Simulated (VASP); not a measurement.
# Li2B2C (I4/mmm) in VASP: notebook

The runs below take Li2B2C through single point, relaxation of cell and atoms, with PBE.

All numbers are computed with VASP 6.6.1; they aren't measurements. Logs are shortened: lines on timing, memory, paths and dates and some standing lists are left out, and cuts for length are marked.

## 1. The cell of the first run

Symmetry: I4/mmm, No. 139, tetragonal system. The conventional cell has a = 2.888 Å, b = 2.888 Å, c = 9.951 Å, α = 90.00°, β = 90.00°, γ = 90.00°. Within 2.7 Å of Li (site symmetry -4m2) lie 4 Li at 2.04 Å and 4 B at 2.23 Å. B (site symmetry 4mm) has 1 B at 1.59 Å within 2.1 Å. C (site symmetry 4/mmm) has 8 B at 2.19 Å and 8 Li at 2.88 Å and 4 C at 2.89 Å within 2.9 Å.

## 2. Single point, PBE

INCAR reads:

```
SYSTEM = Li2B2C
  ALGO = Normal
  EDIFF = 1E-7
  ENCUT = 520
  GGA = PE
  ISIF = 2
  ISMEAR = 0
  LASPH = .TRUE.
  LCHARG = .TRUE.
  LELF = .TRUE.
  LREAL = .FALSE.
  LVHAR = .TRUE.
  LWAVE = .FALSE.
  NBANDS = 16
  NELM = 80
  PREC = Accurate
  SIGMA = 0.1
```

KPOINTS reads:

```
k-points
0
G
  6 6 6
  0 0 0
```

POSCAR reads:

```
Li2B2C
1.0
   -1.4439646123      1.4439646123      4.9755703090
    1.4439646123     -1.4439646123      4.9755703090
    1.4439646123      1.4439646123     -4.9755703090
Li B C
2 2 1
Direct
    0.2500000000      0.7500000000      0.5000000000
    0.7500000000      0.2500000000      0.5000000000
    0.4202641803      0.4202641803      0.0000000000
    0.5797358197      0.5797358197      0.0000000000
    0.0000000000      0.0000000000      0.0000000000
```

Potentials or basis: VASP PAW PBE potentials, release 64 (Li_sv, B, C).

The run is started by

```
$ cat potpaw_PBE.64/Li_sv/POTCAR potpaw_PBE.64/B/POTCAR potpaw_PBE.64/C/POTCAR > POTCAR
$ mpirun -np 1 vasp_std > vasp.out
```

OUTCAR:

```text
SYSTEM = Li2B2C
   EDIFF = 1E-7
   ENCUT = 520
   GGA = PE
   ISIF = 2
   ISMEAR = 0
   LASPH = .TRUE.
   LREAL = .FALSE.
   NELM = 80
   PREC = Accurate

 ion  position               nearest neighbor table
   1  0.250  0.750  0.500-   2 2.04   2 2.04   2 2.04   2 2.04   3 2.23   4 2.23   4 2.23   3 2.23

   2  0.750  0.250  0.500-   1 2.04   1 2.04   1 2.04   1 2.04   3 2.23   4 2.23   4 2.23   3 2.23

   3  0.420  0.420  0.000-   4 1.59   2 2.23   1 2.23   1 2.23   2 2.23
   4  0.580  0.580  0.000-   3 1.59   2 2.23   1 2.23   1 2.23   2 2.23
   5  0.000  0.000  0.000-

  LATTYP: Found a body centered tetragonal cell.
 ALAT       =     2.8879292246
 C/A-ratio  =     3.4457702541

  Lattice vectors:

 A1 = (  -1.4439646123,   1.4439646123,   4.9755703090)
 A2 = (   1.4439646123,  -1.4439646123,   4.9755703090)
 A3 = (   1.4439646123,   1.4439646123,  -4.9755703090)

Analysis of symmetry for initial positions (statically):
=====================================================================
 Subroutine PRICEL returns:
 Original cell was already a primitive cell.

 Routine SETGRP: Setting up the symmetry group for a
 body centered tetragonal supercell.

 Subroutine GETGRP returns: Found 16 space group operations
 (whereof 16 operations were pure point group operations)
 out of a pool of 16 trial point group operations.

The static configuration has the point symmetry D_4h.

Analysis of symmetry for dynamics (positions and initial velocities):
=====================================================================
 Subroutine PRICEL returns:
 Original cell was already a primitive cell.

 Routine SETGRP: Setting up the symmetry group for a
 body centered tetragonal supercell.

 Subroutine GETGRP returns: Found 16 space group operations
 (whereof 16 operations were pure point group operations)
 out of a pool of 16 trial point group operations.

The dynamic configuration has the point symmetry D_4h.

 Subroutine INISYM returns: Found 16 space group operations
 (whereof 16 operations are pure point group operations),
 and found     1 'primitive' translations

----------------------------------------------------------------------------------------

                                     Primitive cell

  volume of cell :      41.4969

  direct lattice vectors                    reciprocal lattice vectors
    -1.443964612  1.443964612  4.975570309     0.000000000  0.346268874  0.100490993
     1.443964612 -1.443964612  4.975570309     0.346268874  0.000000000  0.100490993
     1.443964612  1.443964612 -4.975570309     0.346268874  0.346268874  0.000000000

  length of vectors
     5.378323856  5.378323856  5.378323856     0.360555922  0.360555922  0.489698137

  position of ions in fractional coordinates (direct lattice)
     0.250000000  0.750000000  0.500000000
     0.750000000  0.250000000  0.500000000
     0.420264180  0.420264180  0.000000000
     0.579735820  0.579735820  0.000000000
     0.000000000  0.000000000  0.000000000

  ion indices of the primitive-cell ions
   primitive index   ion index
                 1           1
                 2           2
                 3           3
                 4           4
                 5           5

----------------------------------------------------------------------------------------

 KPOINTS: k-points

Automatic generation of k-mesh.
 Grid dimensions read from file:
 generate k-points for:    6    6    6

 Generating k-lattice:

  Cartesian coordinates                     Fractional coordinates (reciprocal lattice)
     0.000000000  0.057711479  0.016748499     0.166666667 -0.000000000  0.000000000
     0.057711479  0.000000000  0.016748499    -0.000000000  0.166666667  0.000000000
     0.057711479  0.057711479  0.000000000     0.000000000  0.000000000  0.166666667

  Length of vectors
     0.060092654  0.060092654  0.081616356

  Shift w.r.t. Gamma in fractional coordinates (k-lattice)
     0.000000000  0.000000000  0.000000000

 Subroutine IBZKPT returns following result:
 ===========================================

 Found     30 irreducible k-points:

 Following reciprocal coordinates:
            Coordinates               Weight
  0.000000  0.000000  0.000000      1.000000
  0.166667  0.000000 -0.000000      8.000000
  0.333333  0.000000 -0.000000      8.000000
  0.500000 -0.000000  0.000000      4.000000
  0.166667  0.166667  0.000000      8.000000
  0.333333  0.166667  0.000000     16.000000
[... 16 lines left out ...]
 -0.333333 -0.333333  0.166667      8.000000
 -0.166667 -0.333333  0.166667      8.000000
 [... further k-points ...]
   k-points           NKPTS =     30   k-points in BZ     NKDIM =     30   number of bands    NBANDS=     16
   number of dos      NEDOS =    301   number of ions     NIONS =      5
   total plane-waves  NPLWV =  64000
   dimension x,y,z NGX =    40 NGY =   40 NGZ =   40
   dimension x,y,z NGXF=    80 NGYF=   80 NGZF=   80
   ions per type =               2   2   1
   NGX,Y,Z   is equivalent  to a cutoff of  12.36, 12.36, 12.36 a.u.
   NGXF,Y,Z  is equivalent  to a cutoff of  24.73, 24.73, 24.73 a.u.
 SYSTEM =  Li2B2C
   PREC   = accura    normal or accurate (medium, high low for compatibility)
   ISTART =      0    job   : 0-new  1-cont  2-samecut
   ICHARG =      2    charge: 1-file 2-atom 10-const
   ISPIN  =      1    spin polarized calculation?
   LNONCOLLINEAR =      F non collinear calculations
   LSORBIT =      F    spin-orbit coupling
   LASPH  =      T    aspherical Exc in radial PAW
   ENCUT  =  520.0 eV  38.22 Ry    6.18 a.u.  10.00 10.00 10.00*2*pi/ulx,y,z
   NELM   =     80;   NELMIN=  2; NELMDL= -5     # of ELM steps
   EDIFF  = 0.1E-06   stopping-criterion for ELM
   LREAL  =      F    real-space projection
   EDIFFG = 0.1E-05   stopping-criterion for IOM
   NSW    =      0    number of steps for IOM
   IBRION =     -1    ionic relax: 0-MD 1-quasi-New 2-CG
   NFREE  =      0    steps in history (QN), initial steepest desc. (CG)
   ISIF   =      2    stress and relaxation
   ISYM   =      2    0-nonsym 1-usesym 2-fastsym
   POTIM  = 0.5000    time-step for ionic-motion
   TEBEG  =    0.0;   TEEND  =   0.0 temperature during run
   PSTRESS=    0.0 pullay stress
   NELECT =      16.0000    total number of electrons
   NUPDOWN=      -1.0000    fix difference up-down
   EMIN   =  10.00;   EMAX   =-10.00  energy-range for DOS
   EFERMI =   0.00;   METHOD = LEGACY
   ISMEAR =     0;   SIGMA  =   0.10  broadening in eV -4-tet -1-fermi 0-gaus
   EFERMI_NEDOS =   21; number of points for ismear=-14 and -15
   IALGO  =     38    algorithm
   IMIX   =      4    mixing-type and parameters
     AMIX     =   0.40;   BMIX     =  1.00
     AMIX_MAG =   1.60;   BMIX_MAG =  1.00
  volume/ion in A,a.u.               =       8.30        56.01
  Fermi-wavevector in a.u.,A,eV,Ry     =   1.191542  2.251689 19.317189  1.419773
  Thomas-Fermi vector in A             =   2.327602
   LORBIT       =      0    0 simple, 1 ext, 2 COOP (PROOUT), +10 PAW based schemes
   GGA     = PE    functional components
   LHFCALC =     F    Hartree Fock is set to
   AEXX    =    0.0000 exact exchange contribution
   IVDW    =     0    specifies the selected vdW correction
   LEPSILON=     F    determine dielectric tensor
   LRPA    =     F    only Hartree local field effects (RPA)
 non-spin polarized calculation
 Gauss-broadening in eV      SIGMA  =   0.10
  energy-cutoff  :      520.00
  volume of cell :       41.50
 maximum number of plane-waves:      1136
   NGX = 19   NGY = 19   NGZ = 19

 number of electron      16.0000006 magnetization

 Free energy of the ion-electron system (eV)
  ---------------------------------------------------
  ext. energy  EPLUGINS =         0.00000000
  ---------------------------------------------------
  free energy    TOTEN  =       -20.05226545 eV

  energy without entropy =      -20.04484183  energy(sigma->0) =      -20.04855364

 E-fermi :   4.4686     XC(G=0): -10.7421

 val. band max:        4.4572206428   @ k =  -0.1667   0.5000   0.1667
 cond. band min:       4.4991438041   @ k =   0.3333   0.0000  -0.0000
 fundamental gap:      0.0419231612
 Fermi energy:         4.4685744775

 k-point     1 :       0.0000    0.0000    0.0000
  band No.  band energies     occupation
      1     -41.1707      2.00000
      2     -40.5927      2.00000
      3      -9.4697      2.00000
      4      -2.3414      2.00000
      5       1.1537      2.00000
      6       2.9331      2.00000
[... 8 lines left out ...]
     15      14.2753      0.00000
     16      15.2833      0.00000

 k-point     2 :       0.1667    0.0000   -0.0000
  band No.  band energies     occupation
      1     -41.1294      2.00000
      2     -40.6289      2.00000
      3      -9.0711      2.00000
      4      -1.9550      2.00000
      5       0.0937      2.00000
      6       1.4470      2.00000
[... 8 lines left out ...]
     15      14.2633      0.00000
     16      15.4233      0.00000

 k-point     3 :       0.3333    0.0000   -0.0000
  band No.  band energies     occupation
      1     -41.0185      2.00000
      2     -40.7293      2.00000
      3      -7.8873      2.00000
      4      -3.0990      2.00000
      5      -0.8597      2.00000
      6       2.2849      2.00000
[... 8 lines left out ...]
     15      13.7505      0.00000
     16      16.4373      0.00000

 k-point     4 :       0.5000   -0.0000    0.0000
  band No.  band energies     occupation
      1     -40.8713      2.00000
      2     -40.8713      2.00000
      3      -6.3236      2.00000
      4      -5.3784      2.00000
      5       0.7908      2.00000
      6       0.8461      2.00000
[... 8 lines left out ...]
     15      13.7766      0.00000
     16      15.6276      0.00000
[... 324 lines left out ...]
 k-point    22 :      -0.1667    0.5000    0.1667
  band No.  band energies     occupation
      1     -41.0185      2.00000
      2     -40.7294      2.00000
      3      -7.8849      2.00000
      4      -3.1217      2.00000
      5      -1.1135      2.00000
      6       2.7971      2.00000
[... 8 lines left out ...]
     15      13.4603      0.00000
     16      15.9327      0.00000

 k-point    23 :      -0.3333   -0.3333    0.1667
  band No.  band energies     occupation
      1     -41.0931      2.00000
      2     -40.6595      2.00000
      3      -8.6742      2.00000
      4      -1.8375      2.00000
      5      -0.1108      2.00000
      6       1.3178      2.00000
[... 8 lines left out ...]
     15      13.4435      0.00000
     16      15.8853      0.00000

 k-point    24 :      -0.1667   -0.3333    0.1667
  band No.  band energies     occupation
      1     -41.1294      2.00000
      2     -40.6289      2.00000
      3      -9.0745      2.00000
      4      -2.1157      2.00000
      5       0.0656      2.00000
      6       1.9237      2.00000
[... 8 lines left out ...]
     15      13.8332      0.00000
     16      15.6218      0.00000

 [... further k-points ...]

------------------------ aborting loop because EDIFF is reached ----------------------------------------

  FORCE on cell =-STRESS in cart. coord.  units (eV):
  Direction    XX          YY          ZZ          XY          YZ          ZX
  --------------------------------------------------------------------------------------
  -------------------------------------------------------------------------------------
  Total       -0.0242931     -0.0242931      0.1317363      0.0000000      0.0000000      0.0000000
  in kB       -0.9379473     -0.9379473      5.0862773      0.0000000      0.0000000      0.0000000
  external PRESSURE =       1.0701276 kB  Pullay stress =       0.0000000 kB

 VOLUME and BASIS-vectors are now :
 -----------------------------------------------------------------------------
  energy-cutoff  :      520.00
  volume of cell :       41.50
      direct lattice vectors                 reciprocal lattice vectors
    -1.443964612  1.443964612  4.975570309     0.000000000  0.346268874  0.100490993
     1.443964612 -1.443964612  4.975570309     0.346268874  0.000000000  0.100490993
     1.443964612  1.443964612 -4.975570309     0.346268874  0.346268874  0.000000000

 POSITION                                       TOTAL-FORCE (eV/Angst)
 -----------------------------------------------------------------------------------
      1.44396      0.00000      2.48779         0.000000      0.000000     -0.000000
      0.00000      1.44396      2.48779         0.000000      0.000000     -0.000000
      0.00000      0.00000      4.18211        -0.000000     -0.000000     -0.016236
      0.00000      0.00000      5.76903        -0.000000     -0.000000      0.016236
      0.00000      0.00000      0.00000         0.000000      0.000000     -0.000000
 -----------------------------------------------------------------------------------
    total drift:                               -0.000000     -0.000000      0.000000

  FREE ENERGIE OF THE ION-ELECTRON SYSTEM (eV)
  ---------------------------------------------------
  free  energy   TOTEN  =       -20.0522654550 eV

  energy  without entropy=      -20.0448418344  energy(sigma->0) =      -20.04855364
```

Wall time 71 s (1 thread of AMD EPYC 7R43 (Zen 3), shared host); peak memory 0.19 GiB.

What came out:

| Property | Result |
| --- | --- |
| Free energy | -20.0523 eV |
| Largest force | 0.016 eV/Å |
| Band gap on the k mesh | zero (bands 8 and 9 overlap by 2.59 eV) |

Forces on the atoms (eV/Å):
```
Li   0.000  0.000  0.000
Li   0.000  0.000  0.000
B    0.000  0.000 -0.016
B    0.000  0.000  0.016
C    0.000  0.000  0.000
```

Levels at points of the mesh, in eV from the Fermi level:
```tsv
k point	band 4	band 5	band 6	band 7	band 8	band 9	band 10	band 11	band 12	band 13
(0.00, 0.00, 0.00)	-6.81	-3.31	-1.54	-1.54	-0.77	2.81	4.91	4.91	8.06	8.06
(0.50, 0.00, 0.00)	-9.85	-3.68	-3.62	-1.42	1.38	2.45	2.77	4.16	5.69	6.13
(0.50, 0.50, 0.00)	-6.54	-6.02	-5.96	-2.54	-1.27	-0.23	1.33	1.65	6.30	6.33
(0.50, 0.50, 0.50)	-7.09	-2.22	-1.64	-1.64	-0.79	1.99	6.61	6.61	6.84	6.84
```

Caveat: the k points lie up to 0.38 Å⁻¹ apart, too coarse for converged energies and pressures of a metal; the cutoff is under 1.25 times the usual one of these potentials, so pressure, stress and relaxed cells hold a basis-set (Pulay) error.

## 3. Relaxation of cell and atoms, PBE

This run uses another cell than the first one, of 12.13 Å³/atom.

INCAR reads:

```
PREC = Accurate ; ENCUT = 600
EDIFF = 1E-7 ; ISMEAR = 0
SIGMA = 0.1 ; LREAL = F
LASPH = T ; NELM = 100
ALGO = Normal ; ISIF = 3
LWAVE = F ; LCHARG = F
GGA = PE ; IBRION = 2
NSW = 90 ; EDIFFG = -0.04
```

KPOINTS reads:

```
Automatic mesh
0
Gamma
  6 6 6
```

POSCAR reads:

```
Li2B2C
1.0
   -1.8421885776      1.8421885776      4.4689360227
    1.8421885776     -1.8421885776      4.4689360227
    1.8421885776      1.8421885776     -4.4689360227
Li B C
2 2 1
Direct
    0.2500000000      0.7500000000      0.5000000000
    0.7500000000      0.2500000000      0.5000000000
    0.3711000000      0.3711000000      0.0000000000
    0.6289000000      0.6289000000      0.0000000000
    0.0000000000      0.0000000000      0.0000000000
```

Potentials or basis: VASP PAW PBE potentials, release 64 (Li_sv, B, C).

The run is started by

```
$ cat potpaw_PBE.64/Li_sv/POTCAR potpaw_PBE.64/B/POTCAR potpaw_PBE.64/C/POTCAR > POTCAR
$ mpirun -np 1 vasp_std > vasp.out
```

Wall time 28 min (1 thread of AMD EPYC 7R43 (Zen 3), shared host); peak memory 0.25 GiB.

Results (log left out):

```yaml
Free_energy: -20.0751 eV
Relaxed_volume: 8.30 Å³/atom
Relaxed_cell: a = 5.381 Å, b = 5.381 Å, c = 5.381 Å, α = 148.89°, β = 148.89°, γ = 44.58°
Space_group_after_relaxing_to_0.1_Å: I4/mmm (No. 139)
Pressure_after_relaxing: 0.0 GPa
Largest_force_after_relaxing: 0.026 eV/Å
Band_gap_on_the_k_mesh: zero (bands 8 and 9 overlap by 2.59 eV)
```

Forces in eV/Å, atoms in the order of the input:
```
Li   0.000  0.000  0.000
Li   0.000  0.000  0.000
B    0.000  0.000  0.026
B    0.000  0.000 -0.026
C    0.000  0.000  0.000
```

Stress tensor (GPa, compression positive):
```
 0.05  0.00  0.00
 0.00  0.05  0.00
 0.00  0.00 -0.11
```

Final structure:
```
Li B C
1.0
    -1.44331    1.44331    4.97929
     1.44331   -1.44331    4.97929
     1.44331    1.44331   -4.97929
Li B C
2 2 1
Direct
  0.25000 0.75000 0.50000
  0.75000 0.25000 0.50000
  0.42022 0.42022 0.00000
  0.57978 0.57978 0.00000
  0.00000 0.00000 0.00000
```

Levels at points of the mesh, in eV from the Fermi level:
| k point | band 4 | band 5 | band 6 | band 7 | band 8 | band 9 | band 10 | band 11 | band 12 |
| --- | --- | --- | --- | --- | --- | --- | --- | --- | --- |
| (0.00, 0.00, 0.00) | -6.82 | -3.34 | -1.54 | -1.54 | -0.76 | 2.81 | 4.91 | 4.91 | 8.07 |
| (0.50, 0.00, 0.00) | -9.85 | -3.69 | -3.63 | -1.43 | 1.38 | 2.44 | 2.78 | 4.17 | 5.69 |
| (0.50, 0.50, 0.00) | -6.54 | -6.02 | -5.96 | -2.54 | -1.28 | -0.23 | 1.31 | 1.63 | 6.31 |
| (0.50, 0.50, 0.50) | -7.11 | -2.23 | -1.64 | -1.64 | -0.78 | 1.97 | 6.60 | 6.84 | 6.84 |

Caveat: the cutoff is under 1.25 times the usual one of these potentials, so pressure, stress and relaxed cells hold a basis-set (Pulay) error; the volume moved by over 15 % at a fixed basis, so the end points are rough.

The gap in the log of VASP goes by the Fermi energy; the results here count the filled bands.